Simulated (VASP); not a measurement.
# ZrS (I4/mmm) in VASP: a series of runs

ZrS is run at these levels: r2SCAN; tasks: single point.

Program: VASP 6.6.1. These are calculated values, not measurements. Logs are shortened: lines on timing, memory, paths and dates and some standing lists are left out, and cuts for length are marked.

## (1) The cell of the first run

The structure is tetragonal, space group I4/mmm (No. 139). Conventional cell: a = 3.639 Å, b = 3.639 Å, c = 5.303 Å, α = 90.00°, β = 90.00°, γ = 90.00°. Zr (site symmetry 4/mmm) has 6 S at 2.57 to 2.65 Å within 3.4 Å. S (site symmetry 4/mmm) has 6 Zr at 2.57 to 2.65 Å within 3.4 Å.

## (2) Single point, r2SCAN (strain -0.015 along x and y, +0.015 along z)

POSCAR

```
ZrS
1.0
    0.0000000000      2.5732775342      2.6516514692
    2.5732775342      0.0000000000      2.6516514692
    2.5732775342      2.5732775342      0.0000000000
Zr S
1 1
Direct
    0.0000000000      0.0000000000      0.0000000000
    0.5000000000      0.5000000000      0.5000000000
```

INCAR.step1

```
SYSTEM = ZrS
PREC = Accurate ; ENCUT = 520
ISMEAR = 0 ; SIGMA = 0.15
LREAL = .False. ; LASPH = .True.
NELM = 60 ; NBANDS = 16
GGA = PE ; ALGO = Normal
EDIFF = 1E-4 ; LWAVE = .True.
LCHARG = .False.
```

INCAR.step2

```
SYSTEM = ZrS
PREC = Accurate ; ENCUT = 520
EDIFF = 1E-6 ; ISMEAR = 0
SIGMA = 0.15 ; LREAL = .False.
LASPH = .True. ; NELM = 60
ALGO = Normal ; ISIF = 2
LWAVE = .False. ; LCHARG = .False.
METAGGA = R2SCAN ; LMIXTAU = .True.
NBANDS = 16 ; ISTART = 1
```

KPOINTS

```
Automatic mesh
0
Gamma
  20 20 20
  0 0 0
```

Potentials or basis: VASP PAW PBE potentials, release 64 (Zr_sv, S).

Run with:

```console
$ cat potpaw_PBE.64/Zr_sv/POTCAR potpaw_PBE.64/S/POTCAR > POTCAR
$ cp INCAR.step1 INCAR
$ mpirun -np 1 vasp_std > vasp.out
$ cp INCAR.step2 INCAR
$ mpirun -np 1 vasp_std > vasp.out
```

OUTCAR:

```text
SYSTEM = ZrS
   PREC = Accurate
   ENCUT = 520
   EDIFF = 1E-6
   ISMEAR = 0
   LREAL = .False.
   LASPH = .True.
   NELM = 60
   ISIF = 2
   METAGGA = R2SCAN
   ISTART = 1

 ion  position               nearest neighbor table
   1  0.000  0.000  0.000-   2 2.57   2 2.57   2 2.57   2 2.57   2 2.65   2 2.65
   2  0.500  0.500  0.500-   1 2.57   1 2.57   1 2.57   1 2.57   1 2.65   1 2.65

  LATTYP: Found a body centered tetragonal cell.
 ALAT       =     3.6391639886
 C/A-ratio  =     1.4572860566

  Lattice vectors:

 A1 = (  -2.5732775342,   0.0000000000,   2.6516514692)
 A2 = (   2.5732775342,   0.0000000000,   2.6516514692)
 A3 = (   0.0000000000,   2.5732775342,  -2.6516514692)

Analysis of symmetry for initial positions (statically):
=====================================================================
 Subroutine PRICEL returns:
 Original cell was already a primitive cell.

 Routine SETGRP: Setting up the symmetry group for a
 body centered tetragonal supercell.

 Subroutine GETGRP returns: Found 16 space group operations
 (whereof 16 operations were pure point group operations)
 out of a pool of 16 trial point group operations.

The static configuration has the point symmetry D_4h.

Analysis of symmetry for dynamics (positions and initial velocities):
=====================================================================
 Subroutine PRICEL returns:
 Original cell was already a primitive cell.

 Routine SETGRP: Setting up the symmetry group for a
 body centered tetragonal supercell.

 Subroutine GETGRP returns: Found 16 space group operations
 (whereof 16 operations were pure point group operations)
 out of a pool of 16 trial point group operations.

The dynamic configuration has the point symmetry D_4h.

 Subroutine INISYM returns: Found 16 space group operations
 (whereof 16 operations are pure point group operations),
 and found     1 'primitive' translations

----------------------------------------------------------------------------------------

                                     Primitive cell

  volume of cell :      35.1172

  direct lattice vectors                    reciprocal lattice vectors
     0.000000000  2.573277534  2.651651469    -0.194304731  0.194304731  0.188561734
     2.573277534  0.000000000  2.651651469     0.194304731 -0.194304731  0.188561734
     2.573277534  2.573277534  0.000000000     0.194304731  0.194304731 -0.188561734

  length of vectors
     3.694998347  3.694998347  3.639163989     0.333262937  0.333262937  0.333262937

[... 74 lines left out ...]
   ISPIN  =      1    spin polarized calculation?
   LNONCOLLINEAR =      F non collinear calculations
   LSORBIT =      F    spin-orbit coupling
   LASPH  =      T    aspherical Exc in radial PAW
   ENCUT  =  520.0 eV  38.22 Ry    6.18 a.u.   6.87  6.87  6.77*2*pi/ulx,y,z
   NELM   =     60;   NELMIN=  2; NELMDL=  0     # of ELM steps
   EDIFF  = 0.1E-05   stopping-criterion for ELM
   LREAL  =      F    real-space projection
   EDIFFG = 0.1E-04   stopping-criterion for IOM
   NSW    =      0    number of steps for IOM
   IBRION =     -1    ionic relax: 0-MD 1-quasi-New 2-CG
   NFREE  =      0    steps in history (QN), initial steepest desc. (CG)
   ISIF   =      2    stress and relaxation
   ISYM   =      2    0-nonsym 1-usesym 2-fastsym
   POTIM  = 0.5000    time-step for ionic-motion
   TEBEG  =    0.0;   TEEND  =   0.0 temperature during run
   PSTRESS=    0.0 pullay stress
   NELECT =      18.0000    total number of electrons
   NUPDOWN=      -1.0000    fix difference up-down
   EMIN   =  10.00;   EMAX   =-10.00  energy-range for DOS
   EFERMI =   0.00;   METHOD = LEGACY
   ISMEAR =     0;   SIGMA  =   0.15  broadening in eV -4-tet -1-fermi 0-gaus
   EFERMI_NEDOS =   21; number of points for ismear=-14 and -15
   IALGO  =     38    algorithm
   IMIX   =      4    mixing-type and parameters
     AMIX     =   0.40;   BMIX     =  1.00
     AMIX_MAG =   1.60;   BMIX_MAG =  1.00
  volume/ion in A,a.u.               =      17.56       118.49
  Fermi-wavevector in a.u.,A,eV,Ry     =   1.310164  2.475852 23.354816  1.716531
  Thomas-Fermi vector in A             =   2.440713
   LORBIT       =      0    0 simple, 1 ext, 2 COOP (PROOUT), +10 PAW based schemes
   METAGGA = R2SCAN    functional components
   LHFCALC =     F    Hartree Fock is set to
   AEXX    =    0.0000 exact exchange contribution
   IVDW    =     0    specifies the selected vdW correction
   LEPSILON=     F    determine dielectric tensor
   LRPA    =     F    only Hartree local field effects (RPA)
 non-spin polarized calculation
 Gauss-broadening in eV      SIGMA  =   0.15
  energy-cutoff  :      520.00
  volume of cell :       35.12
 maximum number of plane-waves:       974
   NGX = 13   NGY = 13   NGZ = 13

 number of electron      17.9999998 magnetization

 Free energy of the ion-electron system (eV)
  ---------------------------------------------------
  ext. energy  EPLUGINS =         0.00000000
  ---------------------------------------------------
  free energy    TOTEN  =       -33.86894496 eV

  energy without entropy =      -33.85569614  energy(sigma->0) =      -33.86232055

 E-fermi :  11.2927     XC(G=0): -12.1241

 val. band max:       11.2921278618   @ k =  -0.0500   0.2500   0.2000
 cond. band min:      11.2936835500   @ k =  -0.3000   0.2500   0.1000
 fundamental gap:      0.0015556882
 Fermi energy:        11.2926898007

 k-point     1 :       0.0000    0.0000    0.0000
  band No.  band energies     occupation
      1     -40.4977      2.00000
      2     -17.7867      2.00000
      3     -17.7867      2.00000
      4     -17.7701      2.00000
      5      -5.6371      2.00000
      6       7.2571      2.00000
[... 433 lines left out ...]
      3     -17.8190      2.00000
      4     -17.8040      2.00000
      5      -4.2574      2.00000
      6       3.2547      2.00000
[... 8 lines left out ...]
     15      18.8056      0.00000
     16      19.3062      0.00000

 [... further k-points ...]
[... 5 lines left out ...]
  --------------------------------------------------------------------------------------
  -------------------------------------------------------------------------------------
  Total        1.1749446      1.1749446     -0.6978008      0.0000000     -0.0000000      0.0000000
  in kB       53.6053674     53.6053674    -31.8362819      0.0000000     -0.0000000      0.0000000
  external PRESSURE =      25.1248176 kB  Pullay stress =       0.0000000 kB

 VOLUME and BASIS-vectors are now :
 -----------------------------------------------------------------------------
  energy-cutoff  :      520.00
  volume of cell :       35.12
      direct lattice vectors                 reciprocal lattice vectors
     0.000000000  2.573277534  2.651651469    -0.194304731  0.194304731  0.188561734
     2.573277534  0.000000000  2.651651469     0.194304731 -0.194304731  0.188561734
     2.573277534  2.573277534  0.000000000     0.194304731  0.194304731 -0.188561734

 POSITION                                       TOTAL-FORCE (eV/Angst)
 -----------------------------------------------------------------------------------
      0.00000      0.00000      0.00000        -0.000000      0.000000      0.000000
      2.57328      2.57328      2.65165         0.000000     -0.000000     -0.000000
 -----------------------------------------------------------------------------------
    total drift:                                0.000000      0.000000      0.000000

  FREE ENERGIE OF THE ION-ELECTRON SYSTEM (eV)
  ---------------------------------------------------
  free  energy   TOTEN  =       -33.8689449584 eV

  energy  without entropy=      -33.8556961437  energy(sigma->0) =      -33.86232055
```

OUTCAR.step1:

```text
SYSTEM = ZrS
   PREC = Accurate
   ENCUT = 520
   ISMEAR = 0
   LREAL = .False.
   LASPH = .True.
[... 678 lines left out ...]
      0.00000      0.00000      0.00000        -0.000000      0.000000      0.000000
      2.57328      2.57328      2.65165         0.000000     -0.000000     -0.000000
 -----------------------------------------------------------------------------------
    total drift:                                0.000000      0.000000      0.000000

  FREE ENERGIE OF THE ION-ELECTRON SYSTEM (eV)
  ---------------------------------------------------
  free  energy   TOTEN  =       -15.3944046158 eV

  energy  without entropy=      -15.3805363101  energy(sigma->0) =      -15.38747046
```

OSZICAR.step1:

```text
N       E                     dE             d eps       ncg     rms          rms(c)
DAV:   1     0.122752218829E+03    0.12275E+03   -0.96349E+03 20520   0.110E+03
DAV:   2    -0.110682436909E+02   -0.13382E+03   -0.12905E+03 27008   0.282E+02
DAV:   3    -0.162423105581E+02   -0.51741E+01   -0.51387E+01 32592   0.491E+01
DAV:   4    -0.163200053082E+02   -0.77695E-01   -0.77656E-01 25952   0.557E+00
DAV:   5    -0.163215600976E+02   -0.15548E-02   -0.15548E-02 30256   0.599E-01    0.159E+01
DAV:   6    -0.154261289409E+02    0.89543E+00   -0.19404E+00 25696   0.968E+00    0.738E+00
DAV:   7    -0.153984995418E+02    0.27629E-01   -0.20096E-01 29816   0.290E+00    0.316E+00
DAV:   8    -0.153953830805E+02    0.31165E-02   -0.30337E-02 24136   0.119E+00    0.576E-01
DAV:   9    -0.153944026140E+02    0.98047E-03   -0.46725E-03 24544   0.418E-01    0.169E-01
DAV:  10    -0.153944046158E+02   -0.20018E-05   -0.52647E-04 24624   0.223E-01
   1 F= -.15394405E+02 E0= -.15387470E+02  d E =-.138683E-01
```

Run time: 16 min. Hardware: 1 thread of Oxide Virtual Turin-like, shared host; peak memory 0.42 GiB.

What came out:

```yaml
Free_energy: -33.8689 eV
Pressure: 2.5 GPa
Band_gap_on_the_k_mesh: zero (band 9 reaches 12.83 eV, above the bottom of band 10 at 9.85 eV)
```

Stress tensor (GPa, compression positive):
```
 5.36  0.00  0.00
 0.00  5.36  0.00
 0.00  0.00 -3.18
```

Caveat: the cell differs from its parent crystal (strain -0.015 along x and y, +0.015 along z); the PAW data sets were made with another functional, which shifts forces and pressure a little.

## (3) Single point, r2SCAN (strain -0.015 along x and y, +0.030 along z)

POSCAR

```
ZrS
1.0
    0.0000000000      2.5732775342      2.6908384368
    2.5732775342      0.0000000000      2.6908384368
    2.5732775342      2.5732775342      0.0000000000
Zr S
1 1
Direct
    0.0000000000      0.0000000000      0.0000000000
    0.5000000000      0.5000000000      0.5000000000
```

INCAR.step1

```
SYSTEM = ZrS
ALGO = Normal
EDIFF = 1E-4
ENCUT = 520
GGA = PE
ISMEAR = 0
LASPH = .True.
LCHARG = .False.
LREAL = .False.
LWAVE = .True.
NBANDS = 16
NELM = 80
PREC = Accurate
SIGMA = 0.15
```

INCAR.step2

```
SYSTEM = ZrS
ALGO = Normal
EDIFF = 1E-6
ENCUT = 520
ISIF = 2
ISMEAR = 0
ISTART = 1
LASPH = .True.
LCHARG = .True.
LELF = .True.
LMIXTAU = .True.
LREAL = .False.
LVHAR = .True.
LWAVE = .False.
METAGGA = R2SCAN
NBANDS = 16
NELM = 80
PREC = Accurate
SIGMA = 0.15
```

KPOINTS

```
k-points
0
Gamma
  20 20 20
  0 0 0
```

Potentials or basis: VASP PAW PBE potentials, release 64 (Zr_sv, S).

Run with:

```console
$ cat potpaw_PBE.64/Zr_sv/POTCAR potpaw_PBE.64/S/POTCAR > POTCAR
$ cp INCAR.step1 INCAR
$ mpirun -np 1 vasp_std > vasp.out
$ cp INCAR.step2 INCAR
$ mpirun -np 1 vasp_std > vasp.out
```

It took 25 min on 1 thread of Oxide Virtual Turin-like, shared host; peak memory 0.42 GiB.

The run converged. Its results:

```
Free energy            : -33.8525 eV
Pressure               : 0.8 GPa
Band gap on the k mesh : zero (band 9 reaches 12.58 eV, above the bottom of band 10 at 9.75 eV)
```

Stress tensor (GPa, compression positive):
```
 4.61  0.00  0.00
 0.00  4.61  0.00
 0.00  0.00 -6.92
```

Levels at points of the mesh, in eV from the Fermi level:
```
           k point  band 6  band 7  band 8  band 9  band 10  band 11  band 12  band 13
(0.00, 0.00, 0.00)   -4.05   -3.93   -3.93   -1.76    -1.27    -1.27    -0.85    -0.61
(0.50, 0.00, 0.00)   -8.57   -6.52   -6.48    1.48     1.64     1.94     2.10     5.49
(0.50, 0.50, 0.00)   -6.95   -4.81   -4.81   -3.62     0.41     2.47     2.47     3.13
(0.50, 0.00, 0.50)   -6.68   -5.01   -5.00   -3.57     0.61     2.25     2.62     3.14
```

Caveat: the cell differs from its parent crystal (strain -0.015 along x and y, +0.030 along z); the PAW data sets were made with another functional, which shifts forces and pressure a little.
